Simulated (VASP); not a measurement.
# AlNi (Cmmm) in VASP: relaxation of cell and atoms with PBEsol

Aim: the relaxation of cell and atoms of AlNi with PBEsol.

All numbers are computed with VASP 6.6.1; they aren't measurements. Logs are shortened: lines on timing, memory, paths and dates and some standing lists are left out, and cuts for length are marked.

### 1 The cell of the first run

It takes space group Cmmm (No. 65, orthorhombic). Conventional cell: a = 3.877 Å, b = 3.906 Å, c = 3.099 Å, α = 90.00°, β = 90.00°, γ = 90.00°. Within 3.3 Å of Al (site symmetry mmm) lie 8 Ni at 2.48 to 2.49 Å and 6 Al at 2.75 to 3.10 Å. Ni (site symmetry mmm) has 8 Al at 2.48 to 2.49 Å and 6 Ni at 2.75 to 3.10 Å within 3.3 Å.

### 2 Relaxation of cell and atoms, PBEsol

The input, INCAR:

```
ALGO = Fast
EDIFF = 1E-6
EDIFFG = -0.005
ENCUT = 600
GGA = PS
IBRION = 2
ISIF = 3
ISMEAR = 0
LASPH = T
LCHARG = F
LREAL = F
LWAVE = F
NELM = 80
NSW = 100
PREC = Accurate
SIGMA = 0.1
```

The input, KPOINTS:

```
k-points
0
Gamma
  16 16 14
```

The input, POSCAR:

```
AlNi
1.0
    1.9386940000     -1.9531901500      0.0000000000
    1.9386940000      1.9531901500      0.0000000000
    0.0000000000      0.0000000000      3.0994300413
Al Ni
1 1
Direct
    0.0000000000      0.0000000000      0.0000000000
    0.5000000000      0.5000000000      0.5000000000
```

Potentials or basis: VASP PAW PBE potentials, release 64 (Al, Ni).

Started as:

```console
cat potpaw_PBE.64/Al/POTCAR potpaw_PBE.64/Ni/POTCAR > POTCAR
mpirun -np 1 vasp_std > vasp.out
```

OUTCAR:

```text
EDIFF = 1E-6
   EDIFFG = -0.005
   ENCUT = 600
   GGA = PS
   IBRION = 2
   ISIF = 3
   ISMEAR = 0
   LASPH = T
   LREAL = F
   NELM = 80
   NSW = 100
   PREC = Accurate

 ion  position               nearest neighbor table
   1  0.000  0.000  0.000-   2 2.48   2 2.48   2 2.48   2 2.48   2 2.49   2 2.49   2 2.49   2 2.49

   2  0.500  0.500  0.500-   1 2.48   1 2.48   1 2.48   1 2.48   1 2.49   1 2.49   1 2.49   1 2.49

  LATTYP: Found a base centered orthorhombic cell.
 ALAT       =     3.8773880000
 B/A-ratio  =     1.0074772759
 C/A-ratio  =     0.7993603017

  Lattice vectors:

 A1 = (   1.9386940000,  -1.9531901500,   0.0000000000)
 A2 = (   1.9386940000,   1.9531901500,   0.0000000000)
 A3 = (   0.0000000000,   0.0000000000,   3.0994300413)

Analysis of symmetry for initial positions (statically):
=====================================================================
 Subroutine PRICEL returns:
 Original cell was already a primitive cell.

 Routine SETGRP: Setting up the symmetry group for a
 base centered orthorhombic supercell.

 Subroutine GETGRP returns: Found  8 space group operations
 (whereof  8 operations were pure point group operations)
 out of a pool of  8 trial point group operations.

The static configuration has the point symmetry D_2h.

Analysis of symmetry for dynamics (positions and initial velocities):
=====================================================================
 Subroutine PRICEL returns:
 Original cell was already a primitive cell.

 Routine SETGRP: Setting up the symmetry group for a
 base centered orthorhombic supercell.

 Subroutine GETGRP returns: Found  8 space group operations
 (whereof  8 operations were pure point group operations)
 out of a pool of  8 trial point group operations.

The dynamic configuration has the point symmetry D_2h.

 Subroutine INISYM returns: Found  8 space group operations
 (whereof  8 operations are pure point group operations),
 and found     1 'primitive' translations

----------------------------------------------------------------------------------------

                                     Primitive cell

  volume of cell :      23.4728

  direct lattice vectors                    reciprocal lattice vectors
     1.938694000 -1.953190150  0.000000000     0.257905580 -0.255991461  0.000000000
     1.938694000  1.953190150  0.000000000     0.257905580  0.255991461  0.000000000
     0.000000000  0.000000000  3.099430041     0.000000000  0.000000000  0.322639965

  length of vectors
     2.751996764  2.751996764  3.099430041     0.363382603  0.363382603  0.322639965

  position of ions in fractional coordinates (direct lattice)
     0.000000000  0.000000000  0.000000000
     0.500000000  0.500000000  0.500000000

  ion indices of the primitive-cell ions
   primitive index   ion index
                 1           1
                 2           2

----------------------------------------------------------------------------------------

 KPOINTS: k-points

Automatic generation of k-mesh.
 Grid dimensions read from file:
 generate k-points for:   16   16   14

 Generating k-lattice:

  Cartesian coordinates                     Fractional coordinates (reciprocal lattice)
     0.016119099 -0.015999466  0.000000000     0.062500000  0.000000000  0.000000000
     0.016119099  0.015999466  0.000000000     0.000000000  0.062500000  0.000000000
     0.000000000  0.000000000  0.023045712     0.000000000  0.000000000  0.071428571

  Length of vectors
     0.022711413  0.022711413  0.023045712

  Shift w.r.t. Gamma in fractional coordinates (k-lattice)
     0.000000000  0.000000000  0.000000000

 Subroutine IBZKPT returns following result:
 ===========================================

 Found    584 irreducible k-points:

 Following reciprocal coordinates:
            Coordinates               Weight
  0.000000  0.000000  0.000000      1.000000
  0.062500  0.000000  0.000000      4.000000
  0.125000  0.000000  0.000000      4.000000
  0.187500  0.000000  0.000000      4.000000
  0.250000  0.000000  0.000000      4.000000
  0.312500 -0.000000  0.000000      4.000000
[... 16 lines left out ...]
 -0.125000  0.062500  0.000000      4.000000
 -0.062500  0.062500  0.000000      2.000000
 [... further k-points ...]
   k-points           NKPTS =    584   k-points in BZ     NKDIM =    584   number of bands    NBANDS=     10
   number of dos      NEDOS =    301   number of ions     NIONS =      2
   total plane-waves  NPLWV =  16128
   dimension x,y,z NGX =    24 NGY =   24 NGZ =   28
   dimension x,y,z NGXF=    48 NGYF=   48 NGZF=   56
   ions per type =               1   1
   NGX,Y,Z   is equivalent  to a cutoff of  14.50, 14.50, 15.02 a.u.
   NGXF,Y,Z  is equivalent  to a cutoff of  29.00, 29.00, 30.04 a.u.
 SYSTEM =  unknown system
   PREC   = accura    normal or accurate (medium, high low for compatibility)
   ISTART =      0    job   : 0-new  1-cont  2-samecut
   ICHARG =      2    charge: 1-file 2-atom 10-const
   ISPIN  =      1    spin polarized calculation?
   LNONCOLLINEAR =      F non collinear calculations
   LSORBIT =      F    spin-orbit coupling
   LASPH  =      T    aspherical Exc in radial PAW
   ENCUT  =  600.0 eV  44.10 Ry    6.64 a.u.   5.50  5.50  6.19*2*pi/ulx,y,z
   NELM   =     80;   NELMIN=  2; NELMDL= -5     # of ELM steps
   EDIFF  = 0.1E-05   stopping-criterion for ELM
   LREAL  =      F    real-space projection
   EDIFFG = -.5E-02   stopping-criterion for IOM
   NSW    =    100    number of steps for IOM
   IBRION =      2    ionic relax: 0-MD 1-quasi-New 2-CG
   NFREE  =      1    steps in history (QN), initial steepest desc. (CG)
   ISIF   =      3    stress and relaxation
   ISYM   =      2    0-nonsym 1-usesym 2-fastsym
   POTIM  = 0.5000    time-step for ionic-motion
   TEBEG  =    0.0;   TEEND  =   0.0 temperature during run
   PSTRESS=    0.0 pullay stress
   NELECT =      13.0000    total number of electrons
   NUPDOWN=      -1.0000    fix difference up-down
   EMIN   =  10.00;   EMAX   =-10.00  energy-range for DOS
   EFERMI =   0.00;   METHOD = LEGACY
   ISMEAR =     0;   SIGMA  =   0.10  broadening in eV -4-tet -1-fermi 0-gaus
   EFERMI_NEDOS =   21; number of points for ismear=-14 and -15
   IALGO  =     68    algorithm
   IMIX   =      4    mixing-type and parameters
     AMIX     =   0.40;   BMIX     =  1.00
     AMIX_MAG =   1.60;   BMIX_MAG =  1.00
  volume/ion in A,a.u.               =      11.74        79.20
  Fermi-wavevector in a.u.,A,eV,Ry     =   1.344417  2.540580 24.591955  1.807458
  Thomas-Fermi vector in A             =   2.472413
   LORBIT       =      0    0 simple, 1 ext, 2 COOP (PROOUT), +10 PAW based schemes
   GGA     = PS    functional components
   LHFCALC =     F    Hartree Fock is set to
   AEXX    =    0.0000 exact exchange contribution
   IVDW    =     0    specifies the selected vdW correction
   LEPSILON=     F    determine dielectric tensor
   LRPA    =     F    only Hartree local field effects (RPA)
 conjugate gradient relaxation of ions
 non-spin polarized calculation
 RMM-DIIS sequential band-by-band and
 Gauss-broadening in eV      SIGMA  =   0.10
  energy-cutoff  :      600.00
  volume of cell :       23.47
 maximum number of plane-waves:       805
 NGX is ok and might be reduce to    24
   NGX = 11   NGY = 11   NGZ = 13

--------------------------------------- Ionic step        1  -------------------------------------------

 number of electron      13.0000001 magnetization

 Free energy of the ion-electron system (eV)
  ---------------------------------------------------
  ext. energy  EPLUGINS =         0.00000000
  ---------------------------------------------------
  free energy    TOTEN  =       -11.54344113 eV

  energy without entropy =      -11.53849657  energy(sigma->0) =      -11.54096885

------------------------ aborting loop because EDIFF is reached ----------------------------------------

  FORCE on cell =-STRESS in cart. coord.  units (eV):
  Direction    XX          YY          ZZ          XY          YZ          ZX
  --------------------------------------------------------------------------------------
  -------------------------------------------------------------------------------------
  Total        0.5093824      0.2837434     -0.6096091     -0.0000000      0.0000000      0.0000000
  in kB       34.7687361     19.3673751    -41.6098769     -0.0000000      0.0000000      0.0000000
  external PRESSURE =       4.1754114 kB  Pullay stress =       0.0000000 kB
[... 57 lines left out ...]
  energy  without entropy=      -11.5535501399  energy(sigma->0) =      -11.55609089

--------------------------------------- Ionic step        3  -------------------------------------------

 number of electron      13.0000001 magnetization

 E-fermi :   9.9368     XC(G=0): -12.1862

 val. band max:        9.9362850317   @ k =   0.3750   0.3750   0.1429
 cond. band min:       9.9689760416   @ k =  -0.3750   0.3750   0.5000
 fundamental gap:      0.0326910099
 Fermi energy:         9.9367706497

 k-point     1 :       0.0000    0.0000    0.0000
  band No.  band energies     occupation
      1      -1.2097      2.00000
      2       6.6871      2.00000
      3       6.7069      2.00000
      4       8.3675      2.00000
      5       8.4028      2.00000
      6       8.4427      2.00000
      7      14.9768      0.00000
      8      15.6732      0.00000
      9      15.7632      0.00000
     10      18.0078      0.00000
[... 328 lines left out ...]
  FREE ENERGIE OF THE ION-ELECTRON SYSTEM (eV)
  ---------------------------------------------------
  free  energy   TOTEN  =       -11.5831337445 eV

  energy  without entropy=      -11.5795362906  energy(sigma->0) =      -11.58133502

[... ionic steps 4 to 19 ...]

--------------------------------------- Ionic step       20  -------------------------------------------

 number of electron      13.0000008 magnetization

------------------------ aborting loop because EDIFF is reached ----------------------------------------

  FORCE on cell =-STRESS in cart. coord.  units (eV):
  Direction    XX          YY          ZZ          XY          YZ          ZX
  --------------------------------------------------------------------------------------
  -------------------------------------------------------------------------------------
  Total       -0.0260577     -0.0212601     -0.0112275      0.0000000      0.0000000      0.0000000
  in kB       -1.7803549     -1.4525654     -0.7671052      0.0000000      0.0000000      0.0000000
  external PRESSURE =      -1.3333419 kB  Pullay stress =       0.0000000 kB
[... 57 lines left out ...]
  energy  without entropy=      -11.5851659395  energy(sigma->0) =      -11.58695836

--------------------------------------- Ionic step       22  -------------------------------------------

 number of electron      13.0000008 magnetization

 Free energy of the ion-electron system (eV)
  ---------------------------------------------------
  ext. energy  EPLUGINS =         0.00000000
  ---------------------------------------------------
  free energy    TOTEN  =       -11.58875334 eV

  energy without entropy =      -11.58516622  energy(sigma->0) =      -11.58695978

 E-fermi :  10.1475     XC(G=0): -12.2615

 val. band max:       10.1344379285   @ k =   0.2500   0.0625   0.3571
 cond. band min:      10.1619334417   @ k =   0.5000   0.5000   0.2857
 fundamental gap:      0.0274955133
 Fermi energy:        10.1474911773

 k-point     1 :       0.0000    0.0000    0.0000
  band No.  band energies     occupation
      1      -1.1177      2.00000
      2       6.8278      2.00000
      3       6.8281      2.00000
      4       8.5751      2.00000
      5       8.5755      2.00000
      6       8.5820      2.00000
      7      15.6663      0.00000
      8      15.7731      0.00000
      9      15.7740      0.00000
     10      18.3556      0.00000
[... 328 lines left out ...]
  FREE ENERGIE OF THE ION-ELECTRON SYSTEM (eV)
  ---------------------------------------------------
  free  energy   TOTEN  =       -11.5887533443 eV

  energy  without entropy=      -11.5851662239  energy(sigma->0) =      -11.58695978

 reached required accuracy - stopping structural energy minimisation
```

It took 24 min on 1 thread of Intel Xeon 8259CL, shared host; peak memory 0.37 GiB.

Results:

| Quantity | Value |
| --- | --- |
| Free energy | -11.5888 eV |
| Relaxed volume | 11.72 Å³/atom |
| Relaxed cell | a = 2.859 Å, b = 2.859 Å, c = 2.868 Å, α = 90.00°, β = 90.00°, γ = 89.99° |
| Space group after relaxing (to 0.1 Å) | Pm-3m (No. 221) |
| Energy gained by relaxing | 22.7 meV/atom |
| Ionic steps | 22 |
| Pressure after relaxing | 0.0 GPa |
| Band gap on the k mesh | zero (an odd number of electrons rules out a gap without spin polarisation) |

Stress tensor (GPa, compression positive):
```
-0.06  0.00  0.00
 0.00 -0.03  0.00
 0.00  0.00  0.04
```

The path:
```
step  energy change (eV)  largest force (eV/Å)  pressure (GPa)  volume (Å³)
   1              0.0000                0.0000            0.42        23.47
   2             -0.0152                0.0000           -0.15        23.57
   3             -0.0397                0.0000           -2.27        23.81
   4             -0.0416                0.0000            2.69        23.11
   5             -0.0448                0.0000            0.47        23.41
   6             -0.0448                0.0000            0.41        23.42
   7             -0.0452                0.0000           -0.29        23.49
   8             -0.0453                0.0000            0.08        23.48
   9             -0.0453                0.0000           -0.08        23.48
  10             -0.0453                0.0000            0.56        23.48
  11             -0.0445                0.0000           -1.49        23.65
  12             -0.0453                0.0000           -0.12        23.51
  13             -0.0453                0.0000           -0.14        23.50
  14             -0.0453                0.0000            0.13        23.49
  15             -0.0453                0.0000           -0.42        23.50
  16             -0.0453                0.0000           -0.08        23.49
  17             -0.0453                0.0000            0.09        23.49
  18             -0.0453                0.0000           -0.34        23.49
  19             -0.0453                0.0000            0.82        23.41
  20             -0.0453                0.0000           -0.13        23.45
  21             -0.0453                0.0000            0.31        23.44
  22             -0.0453                0.0000           -0.02        23.45
```

Final structure:
```xyz
2
Lattice="2.0220 -2.0218 0.0000 2.0220 2.0218 0.0000 0.0000 0.0000 2.8679" Properties=species:S:1:pos:R:3 pbc="T T T"
Al    0.0000    0.0000    0.0000
Ni    2.0220    0.0000    1.4339
```

Caveat: the PAW data sets were made with another functional, which shifts forces and pressure a little.
